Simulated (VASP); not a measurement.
# Lu (P6_3/mmc) in VASP: single point with revPBE

Aim: the single point of Lu with revPBE.

All numbers are computed with VASP 6.6.1; they aren't measurements. Logs are shortened: lines on timing, memory, paths and dates and some standing lists are left out, and cuts for length are marked.

## (1) The cell of the first run

The structure is hexagonal, space group P6_3/mmc (No. 194). The conventional cell has a = 3.543 Å, b = 3.543 Å, c = 5.552 Å, α = 90.00°, β = 90.00°, γ = 120.00°. Lu (site symmetry -6m2) has 12 Lu at 3.45 to 3.54 Å within 4.5 Å.

## (2) Single point, revPBE

Contents of INCAR:

```
PREC = Accurate
ENCUT = 520
EDIFF = 1E-6
ISMEAR = -1
SIGMA = 0.1
LREAL = F
LASPH = T
NELM = 80
ALGO = Normal
ISIF = 2
LWAVE = F
LCHARG = F
GGA = RE
NBANDS = 32
```

Contents of KPOINTS:

```
Automatic mesh
0
Gamma
  5 5 3
```

Contents of POSCAR:

```
Lu
1.0
    3.5427581420      0.0000000000      0.0000000000
   -1.7713790710      3.0681185504      0.0000000000
    0.0000000000      0.0000000000      5.5524305540
Lu
2
Direct
    0.3333333333      0.6666666667      0.2500000000
    0.6666666667      0.3333333333      0.7500000000
```

Potentials or basis: VASP PAW PBE potentials, release 64 (Lu).

Run with:

```console
> cat potpaw_PBE.64/Lu/POTCAR > POTCAR
> mpirun -np 1 vasp_std > vasp.out
```

OUTCAR:

```text
PREC = Accurate
   ENCUT = 520
   EDIFF = 1E-6
   ISMEAR = -1
   LREAL = F
   LASPH = T
   NELM = 80
   ISIF = 2
   GGA = RE

 ion  position               nearest neighbor table
   1  0.333  0.667  0.250-   2 3.45   2 3.45   2 3.45   2 3.45   2 3.45   2 3.45
   2  0.667  0.333  0.750-   1 3.45   1 3.45   1 3.45   1 3.45   1 3.45   1 3.45

  LATTYP: Found a hexagonal cell.
 ALAT       =     3.5427581420
 C/A-ratio  =     1.5672620968

  Lattice vectors:

 A1 = (   3.5427581420,   0.0000000000,   0.0000000000)
 A2 = (  -1.7713790710,   3.0681185504,   0.0000000000)
 A3 = (   0.0000000000,   0.0000000000,   5.5524305540)

Analysis of symmetry for initial positions (statically):
=====================================================================
 Subroutine PRICEL returns:
 Original cell was already a primitive cell.

 Routine SETGRP: Setting up the symmetry group for a
 hexagonal supercell.

 Subroutine GETGRP returns: Found 24 space group operations
 (whereof 12 operations were pure point group operations)
 out of a pool of 24 trial point group operations.

The static configuration has the point symmetry D_3d.
 The point group associated with its full space group is D_6h.

Analysis of symmetry for dynamics (positions and initial velocities):
=====================================================================
 Subroutine PRICEL returns:
 Original cell was already a primitive cell.

 Routine SETGRP: Setting up the symmetry group for a
 hexagonal supercell.

 Subroutine GETGRP returns: Found 24 space group operations
 (whereof 12 operations were pure point group operations)
 out of a pool of 24 trial point group operations.

The dynamic configuration has the point symmetry D_3d.
 The point group associated with its full space group is D_6h.

 Subroutine INISYM returns: Found 24 space group operations
 (whereof 12 operations are pure point group operations),
 and found     1 'primitive' translations

----------------------------------------------------------------------------------------

                                     Primitive cell

  volume of cell :      60.3527

  direct lattice vectors                    reciprocal lattice vectors
     3.542758142  0.000000000  0.000000000     0.282265952  0.162966323  0.000000000
    -1.771379071  3.068118550  0.000000000     0.000000000  0.325932647  0.000000000
     0.000000000  0.000000000  5.552430554     0.000000000  0.000000000  0.180101307

  length of vectors
     3.542758142  3.542758142  5.552430554     0.325932647  0.325932647  0.180101307

  position of ions in fractional coordinates (direct lattice)
     0.333333333  0.666666667  0.250000000
     0.666666667  0.333333333  0.750000000

  ion indices of the primitive-cell ions
   primitive index   ion index
                 1           1
                 2           2

----------------------------------------------------------------------------------------

 KPOINTS: Automatic mesh

Automatic generation of k-mesh.
 Grid dimensions read from file:
 generate k-points for:    5    5    3

 Generating k-lattice:

  Cartesian coordinates                     Fractional coordinates (reciprocal lattice)
     0.056453190  0.032593265  0.000000000     0.200000000  0.000000000  0.000000000
     0.000000000  0.065186529  0.000000000     0.000000000  0.200000000  0.000000000
     0.000000000  0.000000000  0.060033769     0.000000000  0.000000000  0.333333333

  Length of vectors
     0.065186529  0.065186529  0.060033769

  Shift w.r.t. Gamma in fractional coordinates (k-lattice)
     0.000000000  0.000000000  0.000000000

 Subroutine IBZKPT returns following result:
 ===========================================

 Found     10 irreducible k-points:

 Following reciprocal coordinates:
            Coordinates               Weight
  0.000000  0.000000  0.000000      1.000000
  0.200000  0.000000  0.000000      6.000000
  0.400000  0.000000  0.000000      6.000000
  0.200000  0.200000  0.000000      6.000000
  0.400000  0.200000  0.000000      6.000000
  0.000000  0.000000  0.333333      2.000000
  0.200000  0.000000  0.333333     12.000000
  0.400000  0.000000  0.333333     12.000000
  0.200000  0.200000  0.333333     12.000000
  0.400000  0.200000  0.333333     12.000000
   k-points           NKPTS =     10   k-points in BZ     NKDIM =     10   number of bands    NBANDS=     32
   number of dos      NEDOS =    301   number of ions     NIONS =      2
   total plane-waves  NPLWV =  32928
   dimension x,y,z NGX =    28 NGY =   28 NGZ =   42
   dimension x,y,z NGXF=    56 NGYF=   56 NGZF=   84
   ions per type =               2
   NGX,Y,Z   is equivalent  to a cutoff of  13.14, 13.14, 12.58 a.u.
   NGXF,Y,Z  is equivalent  to a cutoff of  26.28, 26.28, 25.15 a.u.
 SYSTEM =  unknown system
   PREC   = accura    normal or accurate (medium, high low for compatibility)
   ISTART =      0    job   : 0-new  1-cont  2-samecut
   ICHARG =      2    charge: 1-file 2-atom 10-const
   ISPIN  =      1    spin polarized calculation?
   LNONCOLLINEAR =      F non collinear calculations
   LSORBIT =      F    spin-orbit coupling
   LASPH  =      T    aspherical Exc in radial PAW
   ENCUT  =  520.0 eV  38.22 Ry    6.18 a.u.   6.59  6.59 10.32*2*pi/ulx,y,z
   NELM   =     80;   NELMIN=  2; NELMDL= -5     # of ELM steps
   EDIFF  = 0.1E-05   stopping-criterion for ELM
   LREAL  =      F    real-space projection
   EDIFFG = 0.1E-04   stopping-criterion for IOM
   NSW    =      0    number of steps for IOM
   IBRION =     -1    ionic relax: 0-MD 1-quasi-New 2-CG
   NFREE  =      0    steps in history (QN), initial steepest desc. (CG)
   ISIF   =      2    stress and relaxation
   ISYM   =      2    0-nonsym 1-usesym 2-fastsym
   POTIM  = 0.5000    time-step for ionic-motion
   TEBEG  =    0.0;   TEEND  =   0.0 temperature during run
   PSTRESS=    0.0 pullay stress
   NELECT =      50.0000    total number of electrons
   NUPDOWN=      -1.0000    fix difference up-down
   EMIN   =  10.00;   EMAX   =-10.00  energy-range for DOS
   EFERMI =   0.00;   METHOD = LEGACY
   ISMEAR =    -1;   SIGMA  =   0.10  broadening in eV -4-tet -1-fermi 0-gaus
   EFERMI_NEDOS =   21; number of points for ismear=-14 and -15
   IALGO  =     38    algorithm
   IMIX   =      4    mixing-type and parameters
     AMIX     =   0.40;   BMIX     =  1.00
     AMIX_MAG =   1.60;   BMIX_MAG =  1.00
  volume/ion in A,a.u.               =      30.18       203.64
  Fermi-wavevector in a.u.,A,eV,Ry     =   1.537562  2.905570 32.165482  2.364096
  Thomas-Fermi vector in A             =   2.644053
   LORBIT       =      0    0 simple, 1 ext, 2 COOP (PROOUT), +10 PAW based schemes
   GGA     = RE    functional components
   LHFCALC =     F    Hartree Fock is set to
   AEXX    =    0.0000 exact exchange contribution
   IVDW    =     0    specifies the selected vdW correction
   LEPSILON=     F    determine dielectric tensor
   LRPA    =     F    only Hartree local field effects (RPA)
 non-spin polarized calculation
  energy-cutoff  :      520.00
  volume of cell :       60.35
 maximum number of plane-waves:      1665
 NGX is ok and might be reduce to    28
   NGX = 13   NGY = 13   NGZ = 21

 number of electron      49.9999984 magnetization

 Free energy of the ion-electron system (eV)
  ---------------------------------------------------
  ext. energy  EPLUGINS =         0.00000000
  ---------------------------------------------------
  free energy    TOTEN  =        -8.51076573 eV

  energy without entropy =       -8.37179357  energy(sigma->0) =       -8.44127965

 E-fermi :   2.1537     XC(G=0): -10.3828

 val. band max:        2.1503715283   @ k =   0.2000   0.2000   0.3333
 cond. band min:       2.1761211168   @ k =   0.2000   0.0000   0.0000
 fundamental gap:      0.0257495885
 Fermi energy:         2.1536916821

 k-point     1 :       0.0000    0.0000    0.0000
  band No.  band energies     occupation
      1     -54.1353      2.00000
      2     -54.1057      2.00000
      3     -25.0351      2.00000
      4     -24.6497      2.00000
      5     -24.6497      2.00000
      6     -24.5758      2.00000
[... 24 lines left out ...]
     31       5.5831      0.00000
     32       5.5831      0.00000

 k-point     2 :       0.2000    0.0000    0.0000
  band No.  band energies     occupation
      1     -54.1282      2.00000
      2     -54.1036      2.00000
      3     -24.9821      2.00000
      4     -24.7495      2.00000
      5     -24.6831      2.00000
      6     -24.6791      2.00000
[... 24 lines left out ...]
     31       5.6847      0.00000
     32       5.8873      0.00000

 k-point     3 :       0.4000    0.0000    0.0000
  band No.  band energies     occupation
      1     -54.1148      2.00000
      2     -54.1018      2.00000
      3     -24.9127      2.00000
      4     -24.8673      2.00000
      5     -24.8353      2.00000
      6     -24.7336      2.00000
[... 24 lines left out ...]
     31       7.4921      0.00000
     32       7.7846      0.00000

 k-point     4 :       0.2000    0.2000    0.0000
  band No.  band energies     occupation
      1     -54.1177      2.00000
      2     -54.1018      2.00000
      3     -24.8950      2.00000
      4     -24.8343      2.00000
      5     -24.8271      2.00000
      6     -24.7165      2.00000
[... 24 lines left out ...]
     31       6.7599      0.00000
     32       7.6461      0.00000

 k-point     5 :       0.4000    0.2000    0.0000
  band No.  band energies     occupation
      1     -54.1090      2.00000
      2     -54.1030      2.00000
      3     -24.9115      2.00000
      4     -24.8332      2.00000
      5     -24.8047      2.00000
      6     -24.7911      2.00000
[... 24 lines left out ...]
     31       7.5075      0.00000
     32       8.2134      0.00000

 k-point     6 :       0.0000    0.0000    0.3333
  band No.  band energies     occupation
      1     -54.1279      2.00000
      2     -54.1131      2.00000
      3     -24.9205      2.00000
      4     -24.6825      2.00000
      5     -24.6313      2.00000
      6     -24.6313      2.00000
[... 24 lines left out ...]
     31       6.6150      0.00000
     32       6.6150      0.00000

 k-point     7 :       0.2000    0.0000    0.3333
  band No.  band energies     occupation
      1     -54.1220      2.00000
      2     -54.1097      2.00000
      3     -24.9133      2.00000
      4     -24.7662      2.00000
      5     -24.7020      2.00000
      6     -24.6601      2.00000
[... 24 lines left out ...]
     31       6.4951      0.00000
     32       6.5512      0.00000

 k-point     8 :       0.4000    0.0000    0.3333
  band No.  band energies     occupation
      1     -54.1116      2.00000
      2     -54.1051      2.00000
      3     -24.9711      2.00000
      4     -24.9176      2.00000
      5     -24.7344      2.00000
      6     -24.7047      2.00000
[... 24 lines left out ...]
     31       7.3706      0.00000
     32       7.8003      0.00000

 k-point     9 :       0.2000    0.2000    0.3333
  band No.  band energies     occupation
      1     -54.1138      2.00000
      2     -54.1058      2.00000
      3     -24.9297      2.00000
      4     -24.8753      2.00000
      5     -24.7355      2.00000
      6     -24.7280      2.00000
[... 24 lines left out ...]
     31       7.2213      0.00000
     32       7.3216      0.00000

 k-point    10 :       0.4000    0.2000    0.3333
  band No.  band energies     occupation
      1     -54.1075      2.00000
      2     -54.1045      2.00000
      3     -24.9534      2.00000
      4     -24.9194      2.00000
      5     -24.8039      2.00000
      6     -24.7364      2.00000
[... 24 lines left out ...]
     31       7.6097      0.00000
     32       7.9564      0.00000

------------------------ aborting loop because EDIFF is reached ----------------------------------------

  FORCE on cell =-STRESS in cart. coord.  units (eV):
  Direction    XX          YY          ZZ          XY          YZ          ZX
  --------------------------------------------------------------------------------------
  -------------------------------------------------------------------------------------
  Total        0.1390193      0.1390193      0.0345097     -0.0000000      0.0000000     -0.0000000
  in kB        3.6905323      3.6905323      0.9161252     -0.0000000      0.0000000     -0.0000000
  external PRESSURE =       2.7657300 kB  Pullay stress =       0.0000000 kB

 VOLUME and BASIS-vectors are now :
 -----------------------------------------------------------------------------
  energy-cutoff  :      520.00
  volume of cell :       60.35
      direct lattice vectors                 reciprocal lattice vectors
     3.542758142  0.000000000  0.000000000     0.282265952  0.162966323  0.000000000
    -1.771379071  3.068118550  0.000000000     0.000000000  0.325932647  0.000000000
     0.000000000  0.000000000  5.552430554     0.000000000  0.000000000  0.180101307

 POSITION                                       TOTAL-FORCE (eV/Angst)
 -----------------------------------------------------------------------------------
     -0.00000      2.04541      1.38811         0.000000     -0.000000      0.000000
      1.77138      1.02271      4.16432        -0.000000      0.000000      0.000000
 -----------------------------------------------------------------------------------
    total drift:                               -0.000000      0.000000     -0.000000

  FREE ENERGIE OF THE ION-ELECTRON SYSTEM (eV)
  ---------------------------------------------------
  free  energy   TOTEN  =        -8.5107657289 eV

  energy  without entropy=       -8.3717935697  energy(sigma->0) =       -8.44127965
```

It took 23 s on 1 thread of AMD EPYC 7R13 (Zen 3), shared host; peak memory 0.15 GiB.

Results:

- Free energy: -8.5108 eV
- Pressure: 0.3 GPa
- Band gap on the k mesh: zero (band 25 reaches 2.88 eV, above the bottom of band 26 at 1.64 eV)

Caveat: the k points lie up to 0.41 Å⁻¹ apart; the PAW data sets were made with another functional, which shifts forces and pressure a little; spin-orbit coupling is left out, which moves the levels of the heavy elements.
